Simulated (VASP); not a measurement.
# Rh (Fm-3m) in VASP: further runs, part 2 of 2

VASP 6.6.1. The steps go on from the part before.

### 3 Single point, PBE (volume scaled by 1.10)

INCAR reads:

```
SYSTEM = Rh
ALGO = Fast
EDIFF = 1E-6
ENCUT = 520
GGA = PE
ISIF = 2
ISMEAR = 0
LASPH = .TRUE.
LCHARG = .TRUE.
LELF = .TRUE.
LREAL = .FALSE.
LVHAR = .TRUE.
LWAVE = .FALSE.
NBANDS = 14
NELM = 60
PREC = Accurate
SIGMA = 0.1
```

KPOINTS reads:

```
k-points
0
G
  18 18 18
  0 0 0
```

POSCAR reads:

```
Rh
1.0
    0.0000000000      1.9768050956      1.9768050956
    1.9768050956      0.0000000000      1.9768050956
    1.9768050956      1.9768050956      0.0000000000
Rh
1
Direct
    0.0000000000      0.0000000000      0.0000000000
```

Potentials or basis: VASP PAW PBE potentials, release 64 (Rh_pv).

On the command line:

```
$ cat potpaw_PBE.64/Rh_pv/POTCAR > POTCAR
$ mpirun -np 1 vasp_std > vasp.out
```

OUTCAR:

```text
SYSTEM = Rh
   EDIFF = 1E-6
   ENCUT = 520
   GGA = PE
   ISIF = 2
   ISMEAR = 0
   LASPH = .TRUE.
   LREAL = .FALSE.
   NELM = 60
   PREC = Accurate

 ion  position               nearest neighbor table
   1  0.000  0.000  0.000-

  LATTYP: Found a face centered cubic cell.
 ALAT       =     3.9536101912

  Lattice vectors:

 A1 = (   0.0000000000,   1.9768050956,   1.9768050956)
 A2 = (   1.9768050956,   0.0000000000,   1.9768050956)
 A3 = (   1.9768050956,   1.9768050956,   0.0000000000)

Analysis of symmetry for initial positions (statically):
=====================================================================
 Subroutine PRICEL returns:
 Original cell was already a primitive cell.

 Routine SETGRP: Setting up the symmetry group for a
 face centered cubic supercell.

 Subroutine GETGRP returns: Found 48 space group operations
 (whereof 48 operations were pure point group operations)
 out of a pool of 48 trial point group operations.

The static configuration has the point symmetry O_h .

Analysis of symmetry for dynamics (positions and initial velocities):
=====================================================================
 Subroutine PRICEL returns:
 Original cell was already a primitive cell.

 Routine SETGRP: Setting up the symmetry group for a
 face centered cubic supercell.

 Subroutine GETGRP returns: Found 48 space group operations
 (whereof 48 operations were pure point group operations)
 out of a pool of 48 trial point group operations.

The dynamic configuration has the point symmetry O_h .

 Subroutine INISYM returns: Found 48 space group operations
 (whereof 48 operations are pure point group operations),
 and found     1 'primitive' translations

----------------------------------------------------------------------------------------

                                     Primitive cell

  volume of cell :      15.4498

  direct lattice vectors                    reciprocal lattice vectors
     0.000000000  1.976805096  1.976805096    -0.252933383  0.252933383  0.252933383
     1.976805096  0.000000000  1.976805096     0.252933383 -0.252933383  0.252933383
     1.976805096  1.976805096  0.000000000     0.252933383  0.252933383 -0.252933383

  length of vectors
     2.795624576  2.795624576  2.795624576     0.438093470  0.438093470  0.438093470

  position of ions in fractional coordinates (direct lattice)
     0.000000000  0.000000000  0.000000000

  ion indices of the primitive-cell ions
   primitive index   ion index
                 1           1

----------------------------------------------------------------------------------------

 KPOINTS: k-points

Automatic generation of k-mesh.
 Grid dimensions read from file:
 generate k-points for:   18   18   18

 Generating k-lattice:

  Cartesian coordinates                     Fractional coordinates (reciprocal lattice)
    -0.014051855  0.014051855  0.014051855     0.055555556  0.000000000  0.000000000
     0.014051855 -0.014051855  0.014051855     0.000000000  0.055555556  0.000000000
     0.014051855  0.014051855 -0.014051855     0.000000000  0.000000000  0.055555556

  Length of vectors
     0.024338526  0.024338526  0.024338526

  Shift w.r.t. Gamma in fractional coordinates (k-lattice)
     0.000000000  0.000000000  0.000000000

 Subroutine IBZKPT returns following result:
 ===========================================

 Found    195 irreducible k-points:

 Following reciprocal coordinates:
            Coordinates               Weight
  0.000000  0.000000  0.000000      1.000000
  0.055556  0.000000  0.000000      8.000000
  0.111111  0.000000  0.000000      8.000000
  0.166667  0.000000  0.000000      8.000000
  0.222222  0.000000  0.000000      8.000000
  0.277778  0.000000  0.000000      8.000000
[... 16 lines left out ...]
 -0.277778  0.055556  0.000000     24.000000
 -0.222222  0.055556  0.000000     24.000000
 [... further k-points ...]
   k-points           NKPTS =    195   k-points in BZ     NKDIM =    195   number of bands    NBANDS=     14
   number of dos      NEDOS =    301   number of ions     NIONS =      1
   total plane-waves  NPLWV =  13824
   dimension x,y,z NGX =    24 NGY =   24 NGZ =   24
   dimension x,y,z NGXF=    48 NGYF=   48 NGZF=   48
   ions per type =               1
   NGX,Y,Z   is equivalent  to a cutoff of  14.27, 14.27, 14.27 a.u.
   NGXF,Y,Z  is equivalent  to a cutoff of  28.54, 28.54, 28.54 a.u.
 SYSTEM =  Rh
   PREC   = accura    normal or accurate (medium, high low for compatibility)
   ISTART =      0    job   : 0-new  1-cont  2-samecut
   ICHARG =      2    charge: 1-file 2-atom 10-const
   ISPIN  =      1    spin polarized calculation?
   LNONCOLLINEAR =      F non collinear calculations
   LSORBIT =      F    spin-orbit coupling
   LASPH  =      T    aspherical Exc in radial PAW
   ENCUT  =  520.0 eV  38.22 Ry    6.18 a.u.   5.20  5.20  5.20*2*pi/ulx,y,z
   NELM   =     60;   NELMIN=  2; NELMDL= -5     # of ELM steps
   EDIFF  = 0.1E-05   stopping-criterion for ELM
   LREAL  =      F    real-space projection
   EDIFFG = 0.1E-04   stopping-criterion for IOM
   NSW    =      0    number of steps for IOM
   IBRION =     -1    ionic relax: 0-MD 1-quasi-New 2-CG
   NFREE  =      0    steps in history (QN), initial steepest desc. (CG)
   ISIF   =      2    stress and relaxation
   ISYM   =      2    0-nonsym 1-usesym 2-fastsym
   POTIM  = 0.5000    time-step for ionic-motion
   TEBEG  =    0.0;   TEEND  =   0.0 temperature during run
   PSTRESS=    0.0 pullay stress
   NELECT =      15.0000    total number of electrons
   NUPDOWN=      -1.0000    fix difference up-down
   EMIN   =  10.00;   EMAX   =-10.00  energy-range for DOS
   EFERMI =   0.00;   METHOD = LEGACY
   ISMEAR =     0;   SIGMA  =   0.10  broadening in eV -4-tet -1-fermi 0-gaus
   EFERMI_NEDOS =   21; number of points for ismear=-14 and -15
   IALGO  =     68    algorithm
   IMIX   =      4    mixing-type and parameters
     AMIX     =   0.40;   BMIX     =  1.00
     AMIX_MAG =   1.60;   BMIX_MAG =  1.00
  volume/ion in A,a.u.               =      15.45       104.26
  Fermi-wavevector in a.u.,A,eV,Ry     =   1.621056  3.063352 35.753704  2.627823
  Thomas-Fermi vector in A             =   2.714894
   LORBIT       =      0    0 simple, 1 ext, 2 COOP (PROOUT), +10 PAW based schemes
   GGA     = PE    functional components
   LHFCALC =     F    Hartree Fock is set to
   AEXX    =    0.0000 exact exchange contribution
   IVDW    =     0    specifies the selected vdW correction
   LEPSILON=     F    determine dielectric tensor
   LRPA    =     F    only Hartree local field effects (RPA)
 non-spin polarized calculation
 RMM-DIIS sequential band-by-band and
 Gauss-broadening in eV      SIGMA  =   0.10
  energy-cutoff  :      520.00
  volume of cell :       15.45
 maximum number of plane-waves:       444
 NGX is ok and might be reduce to    24

 number of electron      15.0000002 magnetization

 Free energy of the ion-electron system (eV)
  ---------------------------------------------------
  ext. energy  EPLUGINS =         0.00000000
  ---------------------------------------------------
  free energy    TOTEN  =        -7.17030891 eV

  energy without entropy =       -7.16183458  energy(sigma->0) =       -7.16607174

 E-fermi :   9.8843     XC(G=0): -13.2924

 val. band max:        9.8829034491   @ k =   0.5000   0.2222   0.1111
 cond. band min:       9.8864451578   @ k =   0.5000   0.3889   0.0556
 fundamental gap:      0.0035417088
 Fermi energy:         9.8843374247

 k-point     1 :       0.0000    0.0000    0.0000
  band No.  band energies     occupation
      1     -36.2993      2.00000
      2     -36.2993      2.00000
      3     -36.2993      2.00000
      4       2.7664      2.00000
      5       7.3169      2.00000
      6       7.3169      2.00000
      7       7.3169      2.00000
      8       9.0476      2.00000
      9       9.0476      2.00000
     10      25.8970      0.00000
     11      30.7097      0.00000
     12      30.7097      0.00000
     13      30.7097      0.00000
     14      30.7524      0.00000
[... 375 lines left out ...]
 k-point    24 :      -0.2222    0.0556    0.0000
  band No.  band energies     occupation
      1     -36.5323      2.00000
      2     -36.3478      2.00000
      3     -36.3268      2.00000
      4       4.4794      2.00000
      5       7.0175      2.00000
      6       7.6496      2.00000
      7       7.6946      2.00000
      8       8.9048      2.00000
      9       9.4631      2.00000
     10      24.4321      0.00000
     11      27.1516      0.00000
     12      30.7531      0.00000
     13      31.3849      0.00000
     14      33.4066      0.00000

 [... further k-points ...]

------------------------ aborting loop because EDIFF is reached ----------------------------------------

  FORCE on cell =-STRESS in cart. coord.  units (eV):
  Direction    XX          YY          ZZ          XY          YZ          ZX
  --------------------------------------------------------------------------------------
  -------------------------------------------------------------------------------------
  Total       -1.8447223     -1.8447223     -1.8447223      0.0000000      0.0000000      0.0000000
  in kB     -191.3022288   -191.3022288   -191.3022288      0.0000000      0.0000000      0.0000000
  external PRESSURE =    -191.3022288 kB  Pullay stress =       0.0000000 kB

 VOLUME and BASIS-vectors are now :
 -----------------------------------------------------------------------------
  energy-cutoff  :      520.00
  volume of cell :       15.45
      direct lattice vectors                 reciprocal lattice vectors
     0.000000000  1.976805096  1.976805096    -0.252933383  0.252933383  0.252933383
     1.976805096  0.000000000  1.976805096     0.252933383 -0.252933383  0.252933383
     1.976805096  1.976805096  0.000000000     0.252933383  0.252933383 -0.252933383

 POSITION                                       TOTAL-FORCE (eV/Angst)
 -----------------------------------------------------------------------------------
      0.00000      0.00000      0.00000         0.000000      0.000000      0.000000
 -----------------------------------------------------------------------------------
    total drift:                               -0.000000     -0.000000     -0.000000

  FREE ENERGIE OF THE ION-ELECTRON SYSTEM (eV)
  ---------------------------------------------------
  free  energy   TOTEN  =        -7.1703089107 eV

  energy  without entropy=       -7.1618345786  energy(sigma->0) =       -7.16607174
```

Wall time 69 s (1 thread of AMD EPYC 7R13, shared host); peak memory 0.14 GiB.

Results:

| Property | Result |
| --- | --- |
| Free energy | -7.1703 eV |
| Pressure | -19.1 GPa |

Caveat: the cell differs from its parent crystal (volume scaled by 1.10).

### 4 Single point, PBE

This run uses another cell than the first one: it holds 3 atoms, not 1.

INCAR reads:

```
PREC = Accurate
ENCUT = 520
EDIFF = 1E-6
ISMEAR = 0
SIGMA = 0.1
LREAL = False
LASPH = True
NELM = 60
ALGO = Fast
ISIF = 2
LWAVE = False
LCHARG = False
GGA = PE
NBANDS = 30
```

KPOINTS reads:

```
Automatic mesh
0
Gamma
  12 12 6
```

POSCAR reads:

```
Rh
1.0
    2.7082034563      0.0000000000      0.0000000000
   -1.3541017281      2.3453729917      0.0000000000
    0.0000000000      0.0000000000      6.6337165875
Rh
3
Direct
    0.0000000000      0.0000000000      0.0000000000
    0.3333333333      0.6666666667      0.3333333333
    0.6666666667      0.3333333333      0.6666666667
```

Potentials or basis: VASP PAW PBE potentials, release 64 (Rh_pv).

On the command line:

```
$ cat potpaw_PBE.64/Rh_pv/POTCAR > POTCAR
$ mpirun -np 1 vasp_std > vasp.out
```

OUTCAR:

```text
PREC = Accurate
   ENCUT = 520
   EDIFF = 1E-6
   ISMEAR = 0
   LREAL = False
   LASPH = True
   NELM = 60
   ISIF = 2
   GGA = PE

 ion  position               nearest neighbor table
   1  0.000  0.000  0.000-   2 2.71   3 2.71   2 2.71   3 2.71   3 2.71   2 2.71
   2  0.333  0.667  0.333-   1 2.71   1 2.71   1 2.71   3 2.71   3 2.71   3 2.71
   3  0.667  0.333  0.667-   1 2.71   1 2.71   1 2.71   2 2.71   2 2.71   2 2.71

  LATTYP: Found a hexagonal cell.
 ALAT       =     2.7082034563
 C/A-ratio  =     2.4494897428

  Lattice vectors:

 A1 = (   2.7082034563,   0.0000000000,   0.0000000000)
 A2 = (  -1.3541017281,   2.3453729917,   0.0000000000)
 A3 = (   0.0000000000,   0.0000000000,   6.6337165875)

Analysis of symmetry for initial positions (statically):
=====================================================================
 Subroutine PRICEL returns following result:

  LATTYP: Found a face centered cubic cell.
 ALAT       =     3.8299780571

  Lattice vectors:

 A1 = (   1.3541017280,  -0.7817909972,   2.2112388623)
 A2 = (  -0.0000000001,   1.5635819945,   2.2112388623)
[... 179 lines left out ...]

  energy without entropy =      -21.77262819  energy(sigma->0) =      -21.78127243

 E-fermi :  11.5118     XC(G=0): -13.8960

 val. band max:       11.5066517752   @ k =   0.3333   0.2500   0.3333
 cond. band min:      11.5218852860   @ k =   0.1667   0.1667   0.1667
 fundamental gap:      0.0152335108
 Fermi energy:        11.5118368615

 k-point     1 :       0.0000    0.0000    0.0000
  band No.  band energies     occupation
      1     -35.3476      2.00000
      2     -35.3476      2.00000
      3     -34.9122      2.00000
      4     -34.9122      2.00000
      5     -34.9122      2.00000
      6     -34.9122      2.00000
[... 781 lines left out ...]
     29      26.0835      0.00000
     30      27.4678      0.00000

 [... further k-points ...]

------------------------ aborting loop because EDIFF is reached ----------------------------------------

  FORCE on cell =-STRESS in cart. coord.  units (eV):
  Direction    XX          YY          ZZ          XY          YZ          ZX
  --------------------------------------------------------------------------------------
  -------------------------------------------------------------------------------------
  Total        0.0012472      0.0012472      0.0636664      0.0000000      0.0000000     -0.0000000
  in kB        0.0474229      0.0474229      2.4208679      0.0000000      0.0000000     -0.0000000
  external PRESSURE =       0.8385713 kB  Pullay stress =       0.0000000 kB

 VOLUME and BASIS-vectors are now :
 -----------------------------------------------------------------------------
  energy-cutoff  :      520.00
  volume of cell :       42.14
      direct lattice vectors                 reciprocal lattice vectors
     2.708203456  0.000000000  0.000000000     0.369248476  0.213185707  0.000000000
    -1.354101728  2.345372992  0.000000000     0.000000000  0.426371414  0.000000000
     0.000000000  0.000000000  6.633716588     0.000000000  0.000000000  0.150745059

 POSITION                                       TOTAL-FORCE (eV/Angst)
 -----------------------------------------------------------------------------------
      0.00000      0.00000      0.00000         0.000000     -0.000000     -0.000000
     -0.00000      1.56358      2.21124         0.000000     -0.000000     -0.000000
      1.35410      0.78179      4.42248        -0.000000      0.000000      0.000000
 -----------------------------------------------------------------------------------
    total drift:                               -0.000000      0.000000      0.000000

  FREE ENERGIE OF THE ION-ELECTRON SYSTEM (eV)
  ---------------------------------------------------
  free  energy   TOTEN  =       -21.7899166653 eV

  energy  without entropy=      -21.7726281914  energy(sigma->0) =      -21.78127243
```

Run time: 90 s. Hardware: 1 thread of AMD EPYC 7R13 (Zen 3), shared host; peak memory 0.18 GiB.

What came out:

| Property | Result |
| --- | --- |
| Free energy | -21.7899 eV |
| Pressure | 0.1 GPa |

Levels at points of the mesh, in eV from the Fermi level:
| k point | band 18 | band 19 | band 20 | band 21 | band 22 | band 23 | band 24 | band 25 | band 26 | band 27 |
| --- | --- | --- | --- | --- | --- | --- | --- | --- | --- | --- |
| (0.00, 0.00, 0.00) | -2.80 | -2.80 | -1.92 | -1.92 | -0.97 | -0.97 | -0.23 | -0.23 | -0.23 | -0.23 |
| (0.50, 0.00, 0.00) | -2.22 | -2.22 | 0.51 | 0.59 | 0.59 | 0.94 | 0.94 | 3.24 | 3.48 | 3.48 |
| (0.00, 0.00, 0.50) | -2.67 | -2.67 | -2.67 | -1.06 | -1.06 | -1.06 | -1.06 | 0.54 | 0.54 | 0.76 |
| (0.50, 0.00, 0.50) | -1.38 | -0.52 | -0.52 | 0.54 | 0.54 | 0.73 | 0.73 | 0.76 | 4.30 | 4.30 |

### 5 Single point, PBE, non-collinear spin, zero start, spin-orbit coupling

This run uses another cell than the first one, of 14.05 Å³/atom, 1.099 times its volume.

INCAR reads:

```
SYSTEM = Rh
PREC = Accurate
ENCUT = 520
EDIFF = 1E-6
ISMEAR = 0
SIGMA = 0.1
LREAL = .False.
LASPH = .True.
NELM = 150
ALGO = Normal
ISIF = 2
LWAVE = .False.
LCHARG = .True.
MAGMOM = 0 0 0
LORBIT = 11
LSORBIT = .True.
GGA_COMPAT = .False.
LORBMOM = .True.
LMAXMIX = 4
GGA = PE
LVHAR = .True.
NBANDS = 26
```

KPOINTS reads:

```
Automatic mesh
0
Gamma
  18 18 18
  0 0 0
```

POSCAR reads:

```
Rh
1.0
    0.0000000000      1.9149890286      1.9149890286
    1.9149890286      0.0000000000      1.9149890286
    1.9149890286      1.9149890286      0.0000000000
Rh
1
Direct
    0.0000000000      0.0000000000      0.0000000000
```

On the command line:

```
$ cat potpaw_PBE.64/Rh_pv/POTCAR > POTCAR
$ mpirun -np 1 vasp_ncl > vasp.out
```

Wall time 5 min (1 thread of AMD EPYC 7R13 (Zen 3), shared host); peak memory 0.19 GiB.

It converged, with:

* Free energy: -7.4177 eV
* Pressure: 0.3 GPa
* Net moment: 0.00 μB per cell
* Valence electrons inside the program's atomic spheres: Rh 13.75

Moments on the atoms (μB; x, y, z):
```
Rh  0.00 0.00 0.00
```

### 6 Overview

| spin | cell | k mesh | gap on the mesh (eV) | pressure (GPa) |
| --- | --- | --- | --- | --- |
| off | a = 2.624 Å, angles 60.0°, 1 atom | 18 × 18 × 18 | none | 31.0 |
| off | a = 2.796 Å, angles 60.0°, 1 atom | 18 × 18 × 18 | none | -19.1 |
| off | a = 2.708, b = 2.708, c = 6.634 Å, angles 90.0, 90.0, 120.0°, 3 atoms | 12 × 12 × 6 | none | 0.1 |
| non-collinear, zero start, SOC | a = 2.708 Å, angles 60.0°, 1 atom | 18 × 18 × 18 | - | 0.3 |

Alike in all rows: task single point; level PBE; potentials or basis VASP PAW PBE potentials, release 64 (Rh_pv); cutoff (eV) 520; smearing gaussian 0.1 eV.

Total energies depend on the potentials used, so only differences within one code and one set of settings carry meaning.
